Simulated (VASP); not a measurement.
# Ti2O (P-3m1) in VASP: a series of runs

The runs below take Ti2O through single point, with r2SCAN.

Everything below comes from runs of VASP 6.6.1. Logs are shortened: lines on timing, memory, paths and dates and some standing lists are left out, and cuts for length are marked.

## (1) The cell of the first run

Symmetry: P-3m1, No. 164, trigonal system. The conventional cell has a = 2.977 Å, b = 2.977 Å, c = 4.805 Å, α = 90.00°, β = 90.00°, γ = 120.00°. Within 3.0 Å of Ti (site symmetry 3m) lie 3 O at 2.18 Å and 9 Ti at 2.73 to 2.98 Å. O (site symmetry -3m) has 6 Ti at 2.18 Å and 6 O at 2.98 Å within 3.0 Å.

## (2) Single point, r2SCAN

The input, POSCAR:

```
Ti2O
1.0
    2.9766556588      0.0000000000      0.0000000000
   -1.4883278294      2.5778594189      0.0000000000
    0.0000000000      0.0000000000      4.8054352321
Ti O
2 1
Direct
    0.6666666667      0.3333333333      0.2787400000
    0.3333333333      0.6666666667      0.7212600000
    0.0000000000      0.0000000000      0.0000000000
```

The input, INCAR.step1:

```
SYSTEM = Ti2O
ALGO = Normal
EDIFF = 1E-4
ENCUT = 520
GGA = PE
ISMEAR = 0
LASPH = .TRUE.
LCHARG = .FALSE.
LREAL = .FALSE.
LWAVE = .TRUE.
NBANDS = 22
NELM = 60
PREC = Accurate
SIGMA = 0.1
```

The input, INCAR.step2:

```
SYSTEM = Ti2O
ALGO = Normal
EDIFF = 1E-7
ENCUT = 520
ISIF = 2
ISMEAR = 0
ISTART = 1
LASPH = .TRUE.
LCHARG = .FALSE.
LMIXTAU = .TRUE.
LREAL = .FALSE.
LWAVE = .FALSE.
METAGGA = R2SCAN
NBANDS = 22
NELM = 60
PREC = Accurate
SIGMA = 0.1
```

The input, KPOINTS:

```
k-points
0
G
  18 18 10
  0 0 0
```

Potentials or basis: VASP PAW PBE potentials, release 64 (Ti_sv, O).

Command:

```console
> cat potpaw_PBE.64/Ti_sv/POTCAR potpaw_PBE.64/O/POTCAR > POTCAR
> cp INCAR.step1 INCAR
> mpirun -np 1 vasp_std > vasp.out
> cp INCAR.step2 INCAR
> mpirun -np 1 vasp_std > vasp.out
```

OUTCAR:

```text
SYSTEM = Ti2O
   EDIFF = 1E-7
   ENCUT = 520
   ISIF = 2
   ISMEAR = 0
   ISTART = 1
   LASPH = .TRUE.
   LREAL = .FALSE.
   METAGGA = R2SCAN
   NELM = 60
   PREC = Accurate

 ion  position               nearest neighbor table
   1  0.667  0.333  0.279-   3 2.18   3 2.18   3 2.18   2 2.73   2 2.73   2 2.73
   2  0.333  0.667  0.721-   3 2.18   3 2.18   3 2.18   1 2.73   1 2.73   1 2.73
   3  0.000  0.000  0.000-   1 2.18   2 2.18   1 2.18   2 2.18   1 2.18   2 2.18

  LATTYP: Found a hexagonal cell.
 ALAT       =     2.9766556588
 C/A-ratio  =     1.6143739092

  Lattice vectors:

 A1 = (   2.9766556588,   0.0000000000,   0.0000000000)
 A2 = (  -1.4883278294,   2.5778594189,   0.0000000000)
 A3 = (   0.0000000000,   0.0000000000,   4.8054352321)

Analysis of symmetry for initial positions (statically):
=====================================================================
 Subroutine PRICEL returns:
 Original cell was already a primitive cell.

 Routine SETGRP: Setting up the symmetry group for a
 hexagonal supercell.

 Subroutine GETGRP returns: Found 12 space group operations
 (whereof 12 operations were pure point group operations)
 out of a pool of 24 trial point group operations.

The static configuration has the point symmetry D_3d.

Analysis of symmetry for dynamics (positions and initial velocities):
=====================================================================
 Subroutine PRICEL returns:
 Original cell was already a primitive cell.

 Routine SETGRP: Setting up the symmetry group for a
 hexagonal supercell.

 Subroutine GETGRP returns: Found 12 space group operations
 (whereof 12 operations were pure point group operations)
 out of a pool of 24 trial point group operations.

The dynamic configuration has the point symmetry D_3d.

 Subroutine INISYM returns: Found 12 space group operations
 (whereof 12 operations are pure point group operations),
 and found     1 'primitive' translations

----------------------------------------------------------------------------------------

                                     Primitive cell

  volume of cell :      36.8740

  direct lattice vectors                    reciprocal lattice vectors
     2.976655659  0.000000000  0.000000000     0.335947491  0.193959374  0.000000000
    -1.488327829  2.577859419  0.000000000     0.000000000  0.387918749  0.000000000
     0.000000000  0.000000000  4.805435232     0.000000000  0.000000000  0.208097696

  length of vectors
     2.976655659  2.976655659  4.805435232     0.387918749  0.387918749  0.208097696

  position of ions in fractional coordinates (direct lattice)
     0.666666667  0.333333333  0.278740000
     0.333333333  0.666666667  0.721260000
     0.000000000  0.000000000  0.000000000

  ion indices of the primitive-cell ions
   primitive index   ion index
                 1           1
                 2           2
                 3           3

----------------------------------------------------------------------------------------

 KPOINTS: k-points

Automatic generation of k-mesh.
 Grid dimensions read from file:
 generate k-points for:   18   18   10

 Generating k-lattice:

  Cartesian coordinates                     Fractional coordinates (reciprocal lattice)
     0.018663749  0.010775521  0.000000000     0.055555556  0.000000000  0.000000000
     0.000000000  0.021551042  0.000000000     0.000000000  0.055555556  0.000000000
     0.000000000  0.000000000  0.020809770     0.000000000  0.000000000  0.100000000

  Length of vectors
     0.021551042  0.021551042  0.020809770

  Shift w.r.t. Gamma in fractional coordinates (k-lattice)
     0.000000000  0.000000000  0.000000000

 Subroutine IBZKPT returns following result:
 ===========================================

 Found    330 irreducible k-points:

 Following reciprocal coordinates:
            Coordinates               Weight
  0.000000  0.000000  0.000000      1.000000
  0.055556  0.000000  0.000000      6.000000
  0.111111  0.000000  0.000000      6.000000
  0.166667 -0.000000  0.000000      6.000000
  0.222222  0.000000  0.000000      6.000000
  0.277778  0.000000  0.000000      6.000000
[... 16 lines left out ...]
  0.333333  0.111111  0.000000     12.000000
  0.388889  0.111111  0.000000     12.000000
 [... further k-points ...]
   k-points           NKPTS =    330   k-points in BZ     NKDIM =    330   number of bands    NBANDS=     22
   number of dos      NEDOS =    301   number of ions     NIONS =      3
   total plane-waves  NPLWV =  20736
   dimension x,y,z NGX =    24 NGY =   24 NGZ =   36
   dimension x,y,z NGXF=    48 NGYF=   48 NGZF=   72
   ions per type =               2   1
   NGX,Y,Z   is equivalent  to a cutoff of  13.40, 13.40, 12.45 a.u.
   NGXF,Y,Z  is equivalent  to a cutoff of  26.81, 26.81, 24.91 a.u.
 SYSTEM =  Ti2O
   PREC   = accura    normal or accurate (medium, high low for compatibility)
   ISTART =      1    job   : 0-new  1-cont  2-samecut
   ICHARG =      0    charge: 1-file 2-atom 10-const
   ISPIN  =      1    spin polarized calculation?
   LNONCOLLINEAR =      F non collinear calculations
   LSORBIT =      F    spin-orbit coupling
   LASPH  =      T    aspherical Exc in radial PAW
   ENCUT  =  520.0 eV  38.22 Ry    6.18 a.u.   5.53  5.53  8.93*2*pi/ulx,y,z
   NELM   =     60;   NELMIN=  2; NELMDL=  0     # of ELM steps
   EDIFF  = 0.1E-06   stopping-criterion for ELM
   LREAL  =      F    real-space projection
   EDIFFG = 0.1E-05   stopping-criterion for IOM
   NSW    =      0    number of steps for IOM
   IBRION =     -1    ionic relax: 0-MD 1-quasi-New 2-CG
   NFREE  =      0    steps in history (QN), initial steepest desc. (CG)
   ISIF   =      2    stress and relaxation
   ISYM   =      2    0-nonsym 1-usesym 2-fastsym
   POTIM  = 0.5000    time-step for ionic-motion
   TEBEG  =    0.0;   TEEND  =   0.0 temperature during run
   PSTRESS=    0.0 pullay stress
   NELECT =      30.0000    total number of electrons
   NUPDOWN=      -1.0000    fix difference up-down
   EMIN   =  10.00;   EMAX   =-10.00  energy-range for DOS
   EFERMI =   0.00;   METHOD = LEGACY
   ISMEAR =     0;   SIGMA  =   0.10  broadening in eV -4-tet -1-fermi 0-gaus
   EFERMI_NEDOS =   21; number of points for ismear=-14 and -15
   IALGO  =     38    algorithm
   IMIX   =      4    mixing-type and parameters
     AMIX     =   0.40;   BMIX     =  1.00
     AMIX_MAG =   1.60;   BMIX_MAG =  1.00
  volume/ion in A,a.u.               =      12.29        82.95
  Fermi-wavevector in a.u.,A,eV,Ry     =   1.528299  2.888067 31.779108  2.335699
  Thomas-Fermi vector in A             =   2.636077
   LORBIT       =      0    0 simple, 1 ext, 2 COOP (PROOUT), +10 PAW based schemes
   METAGGA = R2SCAN    functional components
   LHFCALC =     F    Hartree Fock is set to
   AEXX    =    0.0000 exact exchange contribution
   IVDW    =     0    specifies the selected vdW correction
   LEPSILON=     F    determine dielectric tensor
   LRPA    =     F    only Hartree local field effects (RPA)
 non-spin polarized calculation
 Gauss-broadening in eV      SIGMA  =   0.10
  energy-cutoff  :      520.00
  volume of cell :       36.87
 maximum number of plane-waves:      1026
 NGX is ok and might be reduce to    24
   NGX = 11   NGY = 11   NGZ = 17

 number of electron      29.9999999 magnetization

 Free energy of the ion-electron system (eV)
  ---------------------------------------------------
  ext. energy  EPLUGINS =         0.00000000
  ---------------------------------------------------
  free energy    TOTEN  =       -37.81469711 eV

  energy without entropy =      -37.81052204  energy(sigma->0) =      -37.81260957

 E-fermi :   9.9241     XC(G=0): -13.0448

 val. band max:        9.9181967736   @ k =   0.3889  -0.0000   0.3000
 cond. band min:       9.9293979838   @ k =   0.0556   0.0000   0.5000
 fundamental gap:      0.0112012103
 Fermi energy:         9.9240836508

 k-point     1 :       0.0000    0.0000    0.0000
  band No.  band energies     occupation
      1     -49.8335      2.00000
      2     -49.6838      2.00000
      3     -25.4437      2.00000
      4     -24.7864      2.00000
      5     -24.7863      2.00000
      6     -24.6884      2.00000
[... 14 lines left out ...]
     21      11.2848      0.00000
     22      13.8506      0.00000

 k-point     2 :       0.0556    0.0000    0.0000
  band No.  band energies     occupation
      1     -49.8305      2.00000
      2     -49.6828      2.00000
      3     -25.4356      2.00000
      4     -24.8056      2.00000
      5     -24.7913      2.00000
      6     -24.6932      2.00000
[... 14 lines left out ...]
     21      11.3901      0.00000
     22      13.6563      0.00000

 k-point     3 :       0.1111    0.0000    0.0000
  band No.  band energies     occupation
      1     -49.8218      2.00000
      2     -49.6801      2.00000
      3     -25.4120      2.00000
      4     -24.8553      2.00000
      5     -24.8054      2.00000
      6     -24.7365      2.00000
[... 14 lines left out ...]
     21      11.6270      0.00000
     22      13.3064      0.00000

 k-point     4 :       0.1667   -0.0000    0.0000
  band No.  band energies     occupation
      1     -49.8082      2.00000
      2     -49.6762      2.00000
      3     -25.3752      2.00000
      4     -24.9253      2.00000
      5     -24.8262      2.00000
      6     -24.8002      2.00000
[... 14 lines left out ...]
     21      11.9087      0.00000
     22      13.0118      0.00000

 k-point     5 :       0.2222    0.0000    0.0000
  band No.  band energies     occupation
      1     -49.7909      2.00000
      2     -49.6720      2.00000
      3     -25.3288      2.00000
      4     -25.0084      2.00000
      5     -24.8727      2.00000
      6     -24.8506      2.00000
[... 417 lines left out ...]
 k-point    22 :       0.2778    0.1111    0.0000
  band No.  band energies     occupation
      1     -49.7467      2.00000
      2     -49.6659      2.00000
      3     -25.2261      2.00000
      4     -25.1650      2.00000
      5     -25.0315      2.00000
      6     -24.8897      2.00000
[... 14 lines left out ...]
     21      12.8616      0.00000
     22      13.3815      0.00000

 k-point    23 :       0.3333    0.1111    0.0000
  band No.  band energies     occupation
      1     -49.7297      2.00000
      2     -49.6663      2.00000
      3     -25.2397      2.00000
      4     -25.1963      2.00000
      5     -25.0289      2.00000
      6     -24.9204      2.00000
[... 14 lines left out ...]
     21      13.0397      0.00000
     22      13.3398      0.00000

 k-point    24 :       0.3889    0.1111    0.0000
  band No.  band energies     occupation
      1     -49.7169      2.00000
      2     -49.6681      2.00000
      3     -25.2777      2.00000
      4     -25.1992      2.00000
      5     -25.0024      2.00000
      6     -24.9445      2.00000
[... 14 lines left out ...]
     21      13.0865      0.00000
     22      13.3353      0.00000

 [... further k-points ...]
[... 5 lines left out ...]
  --------------------------------------------------------------------------------------
  -------------------------------------------------------------------------------------
  Total       -1.0011387     -1.0011387      0.4867553      0.0000000     -0.0000000      0.0000000
  in kB      -43.4995014    -43.4995014     21.1495301      0.0000000     -0.0000000      0.0000000
  external PRESSURE =     -21.9498242 kB  Pullay stress =       0.0000000 kB

 VOLUME and BASIS-vectors are now :
 -----------------------------------------------------------------------------
  energy-cutoff  :      520.00
  volume of cell :       36.87
      direct lattice vectors                 reciprocal lattice vectors
     2.976655659  0.000000000  0.000000000     0.335947491  0.193959374  0.000000000
    -1.488327829  2.577859419  0.000000000     0.000000000  0.387918749  0.000000000
     0.000000000  0.000000000  4.805435232     0.000000000  0.000000000  0.208097696

 POSITION                                       TOTAL-FORCE (eV/Angst)
 -----------------------------------------------------------------------------------
      1.48833      0.85929      1.33947        -0.000000      0.000000     -0.967863
     -0.00000      1.71857      3.46597         0.000000     -0.000000      0.967863
      0.00000      0.00000      0.00000         0.000000      0.000000      0.000000
 -----------------------------------------------------------------------------------
    total drift:                               -0.000000      0.000000      0.000000

  FREE ENERGIE OF THE ION-ELECTRON SYSTEM (eV)
  ---------------------------------------------------
  free  energy   TOTEN  =       -37.8146971060 eV

  energy  without entropy=      -37.8105220425  energy(sigma->0) =      -37.81260957
```

Run time: 6.8 min. Hardware: 1 thread of Intel Xeon 6975P-C (Granite Rapids), shared host; peak memory 0.34 GiB.

What came out:

| Quantity | Value |
| --- | --- |
| Free energy | -37.8147 eV |
| Pressure | -2.2 GPa |
| Largest force | 0.968 eV/Å |
| Band gap on the k mesh | zero (bands 15 and 16 overlap by 0.91 eV) |

Forces in eV/Å, atoms in the order of the input:
```
Ti   0.000  0.000 -0.968
Ti   0.000  0.000  0.968
O    0.000  0.000  0.000
```

Stress tensor (GPa, compression positive):
```
-4.35  0.00  0.00
 0.00 -4.35  0.00
 0.00  0.00  2.11
```

Caveat: the PAW data sets were made with another functional, which shifts forces and pressure a little.

## (3) Single point, r2SCAN

This run uses another cell than the first one, of 11.60 Å³/atom.

The input, POSCAR:

```
Ti2O
1.0
    2.9193980238      0.0000000000      0.0000000000
   -1.4596990119      2.5282728524      0.0000000000
    0.0000000000      0.0000000000      4.7130000000
Ti O
2 1
Direct
    0.6666666667      0.3333333333      0.2787400000
    0.3333333333      0.6666666667      0.7212600000
    0.0000000000      0.0000000000      0.0000000000
```

The input, INCAR.step1:

```
SYSTEM = Ti2O
PREC     = Accurate       ! precision mode
ENCUT    = 660            ! plane-wave cutoff, eV
ISMEAR   = -1             ! smearing method
SIGMA    = 0.02           ! smearing width, eV
LREAL    = .FALSE.        ! projectors in reciprocal space
LASPH    = .TRUE.         ! aspherical terms in the spheres
NELM     = 120            ! most SCF steps
NBANDS   = 22             ! bands
GGA      = PE             ! functional
ALGO     = Normal         ! electronic algorithm
EDIFF    = 1E-5           ! SCF threshold, eV
LWAVE    = .TRUE.         ! write WAVECAR
LCHARG   = .FALSE.        ! write CHGCAR
GGA_COMPAT= .FALSE.
```

The input, INCAR.step2:

```
SYSTEM = Ti2O
PREC     = Accurate       ! precision mode
ENCUT    = 660            ! plane-wave cutoff, eV
EDIFF    = 1E-6           ! SCF threshold, eV
ISMEAR   = -1             ! smearing method
SIGMA    = 0.02           ! smearing width, eV
LREAL    = .FALSE.        ! projectors in reciprocal space
LASPH    = .TRUE.         ! aspherical terms in the spheres
NELM     = 120            ! most SCF steps
ALGO     = Normal         ! electronic algorithm
ISIF     = 2              ! what is computed and relaxed
LWAVE    = .FALSE.        ! write WAVECAR
LCHARG   = .FALSE.        ! write CHGCAR
METAGGA  = R2SCAN         ! meta-GGA
LMIXTAU  = .TRUE.       
NBANDS   = 22             ! bands
ISTART   = 1            
GGA_COMPAT= .FALSE.
```

The input, KPOINTS:

```
regular mesh
0
G
  18 18 10
  0 0 0
```

Potentials or basis: VASP PAW PBE potentials, release 64 (Ti_sv, O).

Command:

```console
> cat potpaw_PBE.64/Ti_sv/POTCAR potpaw_PBE.64/O/POTCAR > POTCAR
> cp INCAR.step1 INCAR
> mpirun -np 1 vasp_std > vasp.out
> cp INCAR.step2 INCAR
> mpirun -np 1 vasp_std > vasp.out
```

Wall time 23 min (1 thread of AMD EPYC 7R43 (Zen 3), shared host); peak memory 0.37 GiB.

Results (log left out):

```
Free energy            : -37.7701 eV
Pressure               : 10.0 GPa
Largest force          : 1.014 eV/Å
Band gap on the k mesh : zero (bands 15 and 16 overlap by 0.96 eV)
```

Forces in eV/Å, atoms in the order of the input:
```
Ti   0.000  0.000 -1.014
Ti   0.000  0.000  1.014
O    0.000  0.000  0.000
```

Stress tensor (GPa, compression positive):
```
 7.33  0.00  0.00
 0.00  7.33  0.00
 0.00  0.00 15.25
```

Levels at points of the mesh, in eV from the Fermi level:
```tsv
k point	band 12	band 13	band 14	band 15	band 16	band 17	band 18	band 19
(0.00, 0.00, 0.00)	-6.28	-4.14	-0.65	0.38	0.43	0.43	0.94	0.94
(0.50, 0.00, 0.00)	-6.81	-3.00	-1.69	-0.75	1.26	1.70	3.06	3.17
(0.00, 0.00, 0.50)	-6.37	-2.23	-2.02	0.09	0.09	1.39	1.98	1.98
(0.50, 0.00, 0.50)	-6.71	-1.81	-1.69	-0.85	-0.47	0.81	3.05	3.14
```

Caveat: the cell stands under pressure; the PAW data sets were made with another functional, which shifts forces and pressure a little.

## (4) Single point, r2SCAN

This run uses another cell than the first one, of 11.60 Å³/atom.

POSCAR is that of step 3.

The input, INCAR.step1:

```
ALGO = Normal
EDIFF = 1E-5
ENCUT = 660
GGA = PE
GGA_COMPAT = False
ISMEAR = -1
LASPH = True
LCHARG = False
LREAL = False
LWAVE = True
NBANDS = 22
NELM = 120
PREC = Accurate
SIGMA = 0.2
```

The input, INCAR.step2:

```
ALGO = Normal
EDIFF = 1E-6
ENCUT = 660
GGA_COMPAT = False
ISIF = 2
ISMEAR = -1
ISTART = 1
LASPH = True
LCHARG = False
LMIXTAU = True
LREAL = False
LWAVE = False
METAGGA = R2SCAN
NBANDS = 22
NELM = 120
PREC = Accurate
SIGMA = 0.2
```

The input, KPOINTS:

```
k-points
0
Gamma
  18 18 10
```

Command:

```console
> cat potpaw_PBE.64/Ti_sv/POTCAR potpaw_PBE.64/O/POTCAR > POTCAR
> cp INCAR.step1 INCAR
> mpirun -np 1 vasp_std > vasp.out
> cp INCAR.step2 INCAR
> mpirun -np 1 vasp_std > vasp.out
```

It took 27 min on 1 thread of AMD EPYC 7R43 (Zen 3), shared host; peak memory 0.38 GiB.

The run converged. Its results:

```yaml
Free_energy: -37.8290 eV
Pressure: 10.3 GPa
Largest_force: 1.072 eV/Å
Band_gap_on_the_k_mesh: zero (bands 15 and 16 overlap by 0.96 eV)
```

Forces in eV/Å, atoms in the order of the input:
```
Ti   0.000  0.000 -1.072
Ti   0.000  0.000  1.072
O    0.000  0.000  0.000
```

Stress tensor (GPa, compression positive):
```
 7.50  0.00  0.00
 0.00  7.50  0.00
 0.00  0.00 15.89
```

Levels at points of the mesh, in eV from the Fermi level:
```csv
k point,band 11,band 12,band 13,band 14,band 15,band 16,band 17,band 18,band 19,band 20
"(0.00, 0.00, 0.00)",-6.23,-6.23,-4.11,-0.61,0.42,0.47,0.47,0.99,0.99,1.51
"(0.50, 0.00, 0.00)",-7.38,-6.76,-2.96,-1.65,-0.71,1.31,1.75,3.11,3.22,3.23
"(0.00, 0.00, 0.50)",-6.32,-6.32,-2.19,-1.98,0.14,0.14,1.44,2.03,2.03,2.48
"(0.50, 0.00, 0.50)",-7.40,-6.66,-1.77,-1.65,-0.81,-0.43,0.86,3.09,3.19,3.36
```

Caveat: the cell stands under pressure; the PAW data sets were made with another functional, which shifts forces and pressure a little.

## (5) Overview

| cell | cutoff (eV) | smearing | gap on the mesh (eV) | pressure (GPa) | largest force (eV/Å) |
| --- | --- | --- | --- | --- | --- |
| a = 2.977, b = 2.977, c = 4.805 Å, angles 90.0, 90.0, 120.0°, 3 atoms | 520 | gaussian 0.1 eV | none | -2.2 | 0.97 |
| a = 2.919, b = 2.919, c = 4.713 Å, angles 90.0, 90.0, 120.0°, 3 atoms | 660 | fermi-dirac 0.02 eV | none | 10.0 | 1.01 |
| a = 2.919, b = 2.919, c = 4.713 Å, angles 90.0, 90.0, 120.0°, 3 atoms | 660 | fermi-dirac 0.2 eV | none | 10.3 | 1.07 |

Alike in all rows: task single point; level r2SCAN; potentials or basis VASP PAW PBE potentials, release 64 (Ti_sv, O); no spin polarisation; k mesh 18 × 18 × 10.

Caveats: the PAW data sets were made with another functional, which shifts forces and pressure a little; the cell stands under pressure (at least some runs).

Total energies depend on the potentials used, so only differences within one code and one set of settings carry meaning.
